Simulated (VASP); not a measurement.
Wanted: the native input for a VASP 6.6.1 run.

- Task: single point
- Functional: PBE
- Potentials or basis: VASP PAW PBE potentials, release 64 (Ta_pv)
- Cutoff: 500 eV
- k mesh: 18 × 18 × 18
- Occupations: gaussian, width 0.05 eV
- Spin: no spin polarisation
- Dipole correction: no
- Further INCAR settings: ALGO = Normal; EDIFF = 1e-06; NBANDS = 12

The structure of Ta lies in POSCAR:

```
Ta
1.0
   -1.6550000000      1.6550000000      1.6550000000
    1.6550000000     -1.6550000000      1.6550000000
    1.6550000000      1.6550000000     -1.6550000000
Ta
1
Direct
    0.0000000000      0.0000000000      0.0000000000
```

These files were run (other wordings do the same):

INCAR

```
PREC = Accurate ; ENCUT = 500
EDIFF = 1E-6 ; ISMEAR = 0
SIGMA = 0.05 ; LREAL = False
LASPH = True ; NELM = 120
ALGO = Normal ; ISIF = 2
LWAVE = False ; LCHARG = False
GGA = PE ; NBANDS = 12
GGA_COMPAT = False
```

KPOINTS

```
regular mesh
0
Gamma
  18 18 18
```

Potentials or basis: VASP PAW PBE potentials, release 64 (Ta_pv).

Launch:

```bash
$ cat potpaw_PBE.64/Ta_pv/POTCAR > POTCAR
$ mpirun -np 1 vasp_std > vasp.out
```

Results of the run:

```json
{
  "Pressure": "1.7 GPa",
  "Band gap on the k mesh": "zero (an odd number of electrons rules out a gap without spin polarisation)"
}
```

Caveat: spin-orbit coupling is left out, which moves the levels of the heavy elements.

It took 54 s on 1 thread of AMD EPYC 7R43 64-Core Processor (Zen 3) (shared host), peak memory 0.13 GiB.
